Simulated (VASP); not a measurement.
The system is Si2Ni.

```
Ni Si
1.0
     0.00000    2.70300    2.70300
     2.70300    0.00000    2.70300
     2.70300    2.70300    0.00000
Ni Si
1 2
Direct
  0.00000 0.00000 0.00000
  0.75000 0.75000 0.75000
  0.25000 0.25000 0.25000
```

Base run:

| Item | Value |
| --- | --- |
| Program | VASP 6.6.1 |
| Functional | PBEsol |
| Potentials or basis | VASP PAW PBE potentials, release 64 (Ni, Si) |
| Cutoff | 520 eV |
| k mesh | 9 × 9 × 9 |
| Occupations | fermi-dirac, width 0.05 eV |
| Spin | collinear spin, ferromagnetic start |
| Starting moments | [1.0, 0.0, 0.0] μB |
| Hubbard terms | Ni d U = 1.0 eV |

Its results: band gap on the k mesh zero (filled and empty bands overlap); pressure -1.6 GPa; net moment 0.00 μB per cell.

Problem. The run is repeated on the same cell with these changes: hubbard terms from Ni d U = 1.0 eV to Ni d U = 6.0 eV. What comes out?

Solution. Band gap on the k mesh zero (filled and empty bands overlap); pressure -6.9 GPa; net moment 0.00 μB per cell.

Caveats: the moments typed at the start vanished in this run; the PAW data sets were made with another functional, which shifts forces and pressure a little; the U is typed as a test and isn't derived for this compound; the cell stands under tension (at least some runs).
